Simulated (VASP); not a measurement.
# Ba16Ti16O48F (a cell with a defect) in VASP: single point with PBE

Aim: the single point of Ba16Ti16O48F (a cell with a defect) with PBE.

All numbers are computed with VASP 6.6.1; they aren't measurements. Logs are shortened: lines on timing, memory, paths and dates and some standing lists are left out, and cuts for length are marked.

**1. The cell of the first run**

The cell holds a defect, 81 atoms: a = 11.587 Å, b = 11.587 Å, c = 11.270 Å, α = 60.90°, β = 60.90°, γ = 58.20°.

**2. Single point, PBE**

Contents of INCAR:

```
PREC     = Accurate       # precision mode
ENCUT    = 520            # plane-wave cutoff, eV
EDIFF    = 1E-6           # SCF threshold, eV
ISMEAR   = -1             # smearing method
SIGMA    = 0.01           # smearing width, eV
LREAL    = Auto         
LASPH    = True           # aspherical terms in the spheres
NELM     = 120            # most SCF steps
ALGO     = Normal         # electronic algorithm
ISIF     = 2              # what is computed and relaxed
LWAVE    = False          # write WAVECAR
LCHARG   = False          # write CHGCAR
GGA      = PE             # functional
NBANDS   = 370            # bands
NELECT   = 648.0        
GGA_COMPAT= False
```

Contents of KPOINTS:

```
regular mesh
0
Gamma
  1 1 1
```

Contents of POSCAR:

```
Ba16Ti16O48F
1.0
    0.0000000000      7.9691230600      8.4107998800
    7.9691230600      0.0000000000      8.4107998800
    7.9691230600      7.9691230600      0.0000000000
Ba Ti O F
16 16 48 1
Direct
    0.1474852668      0.1458118079      0.1045044421
    0.4008476176      0.3984925279      0.3512892179
    0.1463948435      0.1467832175      0.6061717758
    0.3895115512      0.3940252222      0.8669224284
    0.1539191630      0.6513766586      0.0980345319
    0.4000764191      0.8906242461      0.3554171220
    0.1538918610      0.6487756732      0.5991342819
    0.3965701162      0.8948671020      0.8557814819
    0.6534583169      0.1507100258      0.0981578842
    0.9177242031      0.4096666704      0.3340023576
    0.6476047651      0.1247990601      0.6090328755
    0.8980676383      0.3926180462      0.8543335852
    0.6472286266      0.6437104226      0.1096781190
    0.9025604048      0.9011342755      0.3492035503
    0.6506501181      0.6497357139      0.6028372386
    0.9018175254      0.8982505081      0.8513874251
    0.0317808420      0.0253335831      0.4757339710
    0.2865480046      0.2671835151      0.2265028002
    0.0294173702      0.0265708838      0.9739064510
    0.2863454556      0.2705405798      0.7233500830
    0.0363436073      0.5232457382      0.4728838158
    0.2844384490      0.7716232962      0.2265865369
    0.0334814756      0.5223683921      0.9698131078
    0.2840710240      0.7718800302      0.7206516964
    0.5321964798      0.0172199926      0.4730976962
    0.7783989516      0.2779909431      0.2287177587
    0.5335482264      0.0179229852      0.9757815844
    0.7776324761      0.2745219118      0.7153187445
    0.5457327552      0.5025813322      0.4920464255
    0.7856143027      0.7747163659      0.2214981411
    0.5363288179      0.5205871862      0.9730135413
    0.7840833104      0.7629782278      0.7280860851
    0.1375347121      0.3984520031      0.1045805100
    0.3827520547      0.1432469065      0.3632955286
    0.1374115183      0.3976050157      0.3611848730
    0.3837269094      0.1453343052      0.1135437401
    0.1336301889      0.1394363485      0.3650879222
    0.3844405222      0.3848489737      0.1192397409
    0.1361751364      0.3983970879      0.6083855831
    0.3810527079      0.1451287567      0.8620671342
    0.1351891426      0.3983144556      0.8583077504
    0.3837046226      0.1470438275      0.6126476661
    0.1322379551      0.1406944690      0.8635174047
    0.3936047851      0.3828793892      0.6167051247
    0.1332027455      0.8991830114      0.1063978963
    0.3826342708      0.6496336613      0.3576207052
    0.1338389757      0.8973051632      0.3597510931
    0.3828415531      0.6479802621      0.1112589860
    0.1335018648      0.6402979037      0.3649116959
    0.3840793400      0.8899222000      0.1146015023
    0.1379537369      0.8937947441      0.6064826277
    0.3851357487      0.6460880497      0.8580708031
    0.1326236655      0.8986063155      0.8595442231
    0.3769108928      0.6554331321      0.6052200069
    0.1312362833      0.6398429354      0.8634215907
    0.3832051349      0.8899706811      0.6139407167
    0.6356247534      0.3961143348      0.1088975679
    0.8848284416      0.1423491305      0.3586992245
    0.6253436119      0.4017526362      0.3435033920
    0.8844850449      0.1460346588      0.1081503983
    0.6311796252      0.1331185500      0.3662786823
    0.8855155378      0.3875950050      0.1150441148
    0.5900139744      0.4425895977      0.6609653272
    0.8801976925      0.1511843549      0.8565547577
    0.6404170008      0.3913401595      0.8729557893
    0.8980119163      0.1250914891      0.6227487632
    0.6300767767      0.1379197388      0.8625296131
    0.8806413524      0.3855862540      0.6102856807
    0.6342876637      0.8956774031      0.1110028727
    0.8870837239      0.6500453464      0.3567532611
    0.6334058086      0.8932722938      0.3607719624
    0.8833216843      0.6496398870      0.1102336844
    0.6366725787      0.6240201201      0.3752849402
    0.8835969414      0.8903414727      0.1136466625
    0.6321833689      0.8950053864      0.6107234008
    0.8828192095      0.6426041965      0.8637249077
    0.6323044947      0.8950483354      0.8631490088
    0.8848871796      0.6412498327      0.6134219706
    0.6351711200      0.6395785058      0.8654282446
    0.8829655086      0.8796907443      0.6191852186
    0.7291107200      0.3224022308      0.5122929985
```

Potentials or basis: VASP PAW PBE potentials, release 64 (Ba_sv, Ti_sv, O, F).

On the command line:

```bash
> cat potpaw_PBE.64/Ba_sv/POTCAR potpaw_PBE.64/Ti_sv/POTCAR potpaw_PBE.64/O/POTCAR potpaw_PBE.64/F/POTCAR > POTCAR
> mpirun -np 1 vasp_gam > vasp.out
```

OUTCAR:

```text
PREC = Accurate
   ENCUT = 520
   EDIFF = 1E-6
   ISMEAR = -1
   LREAL = Auto
   LASPH = True
   NELM = 120
   ISIF = 2
   GGA = PE
   NELECT = 648.0

 ion  position               nearest neighbor table
   1  0.147  0.146  0.105-  40 2.76  50 2.78  36 2.79  37 2.83  43 2.84  62 2.84  33 2.87  41 2.89
                            47 2.93  45 2.94  58 3.00  60 3.03  19 3.45  26 3.46  17 3.48  22 3.50
   2  0.401  0.398  0.351-  59 2.58  57 2.76  38 2.80  61 2.81  48 2.83  46 2.84  44 2.87  49 2.88
                            42 2.98  35 3.01  34 3.01  39 3.03  21 3.42  18 3.47  20 3.49  22 3.50
   3  0.146  0.147  0.606-  34 2.77  56 2.79  42 2.79  43 2.79  37 2.84  68 2.85  39 2.87  35 2.87
                            53 2.92  66 2.93  51 2.98  64 3.00  17 3.43  19 3.44  28 3.46  24 3.51
   4  0.390  0.394  0.867-  63 2.44  38 2.77  67 2.81  33 2.84  55 2.84  52 2.85  44 2.86  36 2.87
                            65 2.92  40 2.96  41 2.97  54 3.03  23 3.34  18 3.37  20 3.47  27 3.52
   5  0.154  0.651  0.098-  48 2.71  52 2.73  45 2.80  53 2.81  38 2.82  49 2.84  55 2.85  74 2.88
                            33 3.00  35 3.01  70 3.05  72 3.08  30 3.45  21 3.51  19 3.52  24 3.54
   6  0.400  0.891  0.355-  71 2.75  69 2.77  50 2.81  56 2.82  54 2.83  73 2.85  34 2.87  36 2.87
                            46 2.89  37 2.91  51 2.98  47 3.02  22 3.40  24 3.42  17 3.45  25 3.53
   7  0.154  0.649  0.599-  54 2.66  46 2.72  51 2.79  49 2.81  55 2.81  47 2.82  80 2.85  44 2.86
                            39 2.96  41 2.97  78 3.09  76 3.11  21 3.46  32 3.47  23 3.48  22 3.50
   8  0.397  0.895  0.856-  77 2.77  75 2.78  79 2.79  50 2.82  56 2.83  40 2.84  42 2.87  43 2.88
                            48 2.92  52 2.94  45 2.98  53 3.02  19 3.44  24 3.47  22 3.47  31 3.50
   9  0.653  0.151  0.098-  65 2.70  60 2.70  64 2.71  74 2.78  57 2.80  61 2.82  38 2.85  67 2.88
[... 23 lines left out ...]
  21  0.036  0.523  0.473-  49 1.81  39 1.89  35 1.90  78 2.08  70 2.13   2 3.42   7 3.46  10 3.47
                             5 3.51  14 3.54   3 3.54  12 3.59  15 3.62
  22  0.284  0.772  0.227-  50 1.84  46 1.84  48 1.92  47 2.08  45 2.17  49 2.38  13 3.40   6 3.40
                             8 3.47   7 3.50   2 3.50   1 3.50   5 3.56  14 3.58
  23  0.033  0.522  0.970-  55 1.81  41 1.89  33 1.91  76 2.07  72 2.14  62 2.38   4 3.34  10 3.41
                             7 3.48  16 3.52   1 3.54   5 3.54  12 3.58  13 3.63
  24  0.284  0.772  0.721-  56 1.83  54 1.87  52 1.91  51 2.09  53 2.13  55 2.40   6 3.42  15 3.44
                             8 3.47   3 3.51   7 3.52   5 3.54   4 3.56  16 3.58
  25  0.532  0.017  0.473-  61 1.81  71 1.89  75 1.91  34 2.08  42 2.15  56 2.33  11 3.36  15 3.45
                            14 3.48   9 3.52   6 3.53   2 3.57   8 3.59   3 3.62
  26  0.778  0.278  0.229-  62 1.82  58 1.90  59 1.94  60 2.03  57 2.10  13 3.43   1 3.46  12 3.51
                            14 3.53   2 3.54  10 3.54   9 3.59  11 3.60
  27  0.534  0.018  0.976-  67 1.83  77 1.89  69 1.89  36 2.12  40 2.13  50 2.34  11 3.43  16 3.45
                            13 3.52   9 3.52   4 3.52   6 3.56   8 3.57   1 3.62
  28  0.778  0.275  0.715-  68 1.80  64 1.96  66 1.96  63 2.14  65 2.20  81 2.36  67 2.39   3 3.46
                            15 3.52  16 3.53  12 3.54   9 3.59  10 3.59  11 3.64   4 3.65
  29  0.546  0.503  0.492-  73 1.80  63 1.91  81 2.06  59 2.07  54 2.17  44 2.30  46 2.38  15 3.42
                            10 3.52   4 3.54  11 3.57  13 3.59   6 3.64   2 3.66   7 3.67
  30  0.786  0.775  0.221-  74 1.80  70 1.90  72 1.90  71 2.08  69 2.10  10 3.42   5 3.45  16 3.47
                            14 3.48   9 3.52  15 3.58  13 3.59   6 3.62
  31  0.536  0.521  0.973-  79 1.84  65 1.84  57 1.89  48 2.13  52 2.13  38 2.42  12 3.39  15 3.47
                             9 3.47  13 3.47   8 3.50   2 3.55   4 3.58   5 3.58
  32  0.784  0.763  0.728-  80 1.82  76 1.88  78 1.90  77 2.14  75 2.16  79 2.29  11 3.39   7 3.47
                            12 3.48  15 3.49  16 3.53  14 3.56  13 3.58   8 3.63
  33  0.138  0.398  0.105-  23 1.91  18 2.17  10 2.60   4 2.84   1 2.87   5 3.00
  34  0.383  0.143  0.363-  18 1.87  25 2.08   3 2.77   6 2.87   2 3.01   9 3.11
  35  0.137  0.398  0.361-  21 1.90  18 2.12  10 2.63   3 2.87   2 3.01   5 3.01
  36  0.384  0.145  0.114-  18 1.89  27 2.12   1 2.79   6 2.87   4 2.87   9 3.08
  37  0.134  0.139  0.365-  17 1.82  18 2.36  10 2.78   1 2.83   3 2.84   6 2.91
  38  0.384  0.385  0.119-  18 1.82  31 2.42   4 2.77   2 2.80   5 2.82   9 2.85
[... 18 lines left out ...]
  57  0.636  0.396  0.109-  31 1.89  26 2.10   2 2.76   9 2.80  13 2.95  12 3.00
  58  0.885  0.142  0.359-  26 1.90  17 2.12  14 2.74  11 2.84   1 3.00  10 3.18
  59  0.625  0.402  0.344-  26 1.94  29 2.07   2 2.58  13 2.79  11 3.14
  60  0.884  0.146  0.108-  26 2.03  19 2.03   9 2.70  14 2.81  12 2.91   1 3.03
  61  0.631  0.133  0.366-  25 1.81  11 2.79   2 2.81   9 2.82  14 2.86
  62  0.886  0.388  0.115-  26 1.82  23 2.38  13 2.79  10 2.81  12 2.84   1 2.84
[... 288 lines left out ...]
   ENCUT  =  520.0 eV  38.22 Ry    6.18 a.u.  21.54 21.54 20.95*2*pi/ulx,y,z
   NELM   =    120;   NELMIN=  2; NELMDL= -5     # of ELM steps
   EDIFF  = 0.1E-05   stopping-criterion for ELM
   LREAL  =      T    real-space projection
   EDIFFG = 0.1E-04   stopping-criterion for IOM
   NSW    =      0    number of steps for IOM
[... 5 lines left out ...]
   TEBEG  =    0.0;   TEEND  =   0.0 temperature during run
   PSTRESS=    0.0 pullay stress
   NELECT =     648.0000    total number of electrons
   NUPDOWN=      -1.0000    fix difference up-down
   EMIN   =  10.00;   EMAX   =-10.00  energy-range for DOS
   EFERMI =   0.00;   METHOD = LEGACY
   ISMEAR =    -1;   SIGMA  =   0.01  broadening in eV -4-tet -1-fermi 0-gaus
   EFERMI_NEDOS =   21; number of points for ismear=-14 and -15
   IALGO  =     38    algorithm
   IMIX   =      4    mixing-type and parameters
     AMIX     =   0.40;   BMIX     =  1.00
     AMIX_MAG =   1.60;   BMIX_MAG =  1.00
  volume/ion in A,a.u.               =      13.19        89.00
  Fermi-wavevector in a.u.,A,eV,Ry     =   1.385810  2.618801 26.129574  1.920470
  Thomas-Fermi vector in A             =   2.510185
   LORBIT       =      0    0 simple, 1 ext, 2 COOP (PROOUT), +10 PAW based schemes
   GGA     = PE    functional components
   LHFCALC =     F    Hartree Fock is set to
   AEXX    =    0.0000 exact exchange contribution
   IVDW    =     0    specifies the selected vdW correction
   LEPSILON=     F    determine dielectric tensor
   LRPA    =     F    only Hartree local field effects (RPA)
 non-spin polarized calculation
  energy-cutoff  :      520.00
  volume of cell :     1068.29
 maximum number of plane-waves:     14416
 NGX is ok and might be reduce to    90
   NGX = 43   NGY = 43   NGZ = 41

 number of electron     647.9999998 magnetization

 Free energy of the ion-electron system (eV)
  ---------------------------------------------------
  ext. energy  EPLUGINS =         0.00000000
  ---------------------------------------------------
  free energy    TOTEN  =      -635.52648086 eV

  energy without entropy =     -635.52648086  energy(sigma->0) =     -635.52648086

 E-fermi :   4.2910     XC(G=0): -11.0602

 val. band max:        3.9522114543   @ k =   0.0000   0.0000   0.0000
 cond. band min:       5.9816409031   @ k =   0.0000   0.0000   0.0000
 fundamental gap:      2.0294294488
 Fermi energy:         4.2909677070

 k-point     1 :       0.0000    0.0000    0.0000
  band No.  band energies     occupation
      1     -52.8056      2.00000
      2     -52.8037      2.00000
      3     -52.7994      2.00000
      4     -52.7814      2.00000
      5     -52.7803      2.00000
      6     -52.7785      2.00000
[... 328 lines left out ...]
    335       6.8627      0.00000
    336       6.9000      0.00000
 [bands above 336 left out]

------------------------ aborting loop because EDIFF is reached ----------------------------------------

  FORCE on cell =-STRESS in cart. coord.  units (eV):
  Direction    XX          YY          ZZ          XY          YZ          ZX
  --------------------------------------------------------------------------------------
  -------------------------------------------------------------------------------------
  Total       43.6228261     41.6992658     35.3922318     -0.2361011      4.2538138     -3.8338627
  in kB       65.4238380     62.5389562     53.0799090     -0.3540953      6.3797065     -5.7498800
  external PRESSURE =      60.3475677 kB  Pullay stress =       0.0000000 kB

 VOLUME and BASIS-vectors are now :
 -----------------------------------------------------------------------------
  energy-cutoff  :      520.00
  volume of cell :     1068.29
      direct lattice vectors                 reciprocal lattice vectors
     0.000000000  7.969123060  8.410799880    -0.062742161  0.062742161  0.059447378
     7.969123060  0.000000000  8.410799880     0.062742161 -0.062742161  0.059447378
     7.969123060  7.969123060  0.000000000     0.062742161  0.062742161 -0.059447378

 POSITION                                       TOTAL-FORCE (eV/Angst)
 -----------------------------------------------------------------------------------
      1.99480      2.00814      2.46686         0.018579     -0.018457     -0.028260
      5.97510      5.99387      6.72309         0.020933     -0.045125     -0.092628
      6.00039      5.99730      2.46586         0.014012     -0.014622     -0.010213
     10.04865     10.01268      6.59017         0.062866     -0.012488     -0.136907
      5.97215      2.00785      6.77318         0.012104     -0.012677     -0.069373
      9.92986      6.02062     10.85582         0.009342     -0.018621     -0.013117
[... 73 lines left out ...]
     11.94473     11.97082     14.82535        -0.018294      0.028125      0.068246
      6.65179      9.89290      8.84407         0.068633      0.015677     -0.042329
 -----------------------------------------------------------------------------------
    total drift:                               -0.019019     -0.002978     -0.039028

  FREE ENERGIE OF THE ION-ELECTRON SYSTEM (eV)
  ---------------------------------------------------
  free  energy   TOTEN  =      -635.5264808580 eV

  energy  without entropy=     -635.5264808580  energy(sigma->0) =     -635.52648086
```

Wall time 23 min (1 thread of AMD EPYC 7R43 (Zen 3), shared host); peak memory 1.4 GiB.

What came out:

| Quantity | Value |
| --- | --- |
| Free energy | -635.5265 eV |
| Largest force | 0.167 eV/Å |

Forces on the atoms (eV/Å):
```
Ba   0.019 -0.018 -0.028
Ba   0.021 -0.045 -0.093
Ba   0.014 -0.015 -0.010
Ba   0.063 -0.012 -0.137
Ba   0.012 -0.013 -0.069
Ba   0.009 -0.019 -0.013
Ba   0.000 -0.018 -0.084
Ba   0.008 -0.016 -0.033
Ba   0.015 -0.005 -0.094
Ba   0.012 -0.012 -0.007
Ba   0.039 -0.023 -0.036
Ba   0.013 -0.016 -0.014
Ba   0.012 -0.027 -0.010
Ba   0.000 -0.020 -0.074
Ba   0.046 -0.007  0.056
Ba   0.015  0.010 -0.091
Ti   0.011 -0.045 -0.079
Ti   0.048 -0.046 -0.059
Ti   0.024 -0.030 -0.069
Ti   0.039 -0.048 -0.059
Ti   0.016 -0.038 -0.086
Ti   0.008 -0.065 -0.064
Ti   0.043 -0.008 -0.070
Ti   0.043 -0.027 -0.074
Ti   0.036 -0.026 -0.077
Ti  -0.012 -0.034 -0.090
Ti   0.037 -0.025 -0.075
Ti   0.024 -0.053 -0.090
Ti  -0.003 -0.043 -0.123
Ti   0.028 -0.031 -0.089
Ti   0.052 -0.033 -0.067
Ti   0.028 -0.035 -0.089
O   -0.038  0.021  0.045
O   -0.006  0.036  0.024
O   -0.028  0.035  0.040
O   -0.051  0.016  0.013
O   -0.007  0.008  0.071
O    0.002  0.006  0.055
O   -0.002  0.036  0.015
O   -0.006  0.044  0.026
O   -0.038 -0.001  0.016
O   -0.042  0.001  0.017
O   -0.009  0.021  0.072
O    0.003  0.001  0.045
O   -0.005  0.040  0.030
O   -0.014  0.062  0.017
O   -0.017  0.017  0.029
O   -0.029  0.021  0.031
O   -0.007  0.002  0.075
O   -0.009  0.006  0.064
O    0.007  0.028  0.025
O   -0.024  0.027  0.028
O   -0.026  0.008  0.029
O   -0.044  0.054  0.022
O   -0.003  0.011  0.073
O   -0.009  0.009  0.067
O    0.000  0.032  0.024
O    0.030  0.044  0.033
O    0.019  0.092  0.049
O    0.001  0.021  0.031
O   -0.009 -0.006  0.065
O   -0.007  0.002  0.079
O   -0.153  0.030  0.058
O   -0.023  0.033  0.022
O   -0.055 -0.043  0.019
O   -0.019 -0.062  0.045
O   -0.003  0.007  0.065
O    0.002  0.007  0.095
O   -0.006  0.030  0.027
O    0.011  0.029  0.027
O   -0.030  0.008  0.032
O   -0.033 -0.023  0.039
O   -0.004 -0.018  0.109
O   -0.013  0.009  0.070
O   -0.020  0.031  0.011
O   -0.001  0.028  0.024
O   -0.031  0.026  0.014
O   -0.023  0.012  0.039
O   -0.003  0.004  0.065
O   -0.018  0.028  0.068
F    0.069  0.016 -0.042
```

Caveat: the k points lie up to 0.67 Å⁻¹ apart; the cell carries a net charge on a neutralising background, which shifts energy and pressure; the cell is charged against a uniform background, so pressure and absolute levels hang on convention; spin-orbit coupling is left out, which moves the levels of the heavy elements.
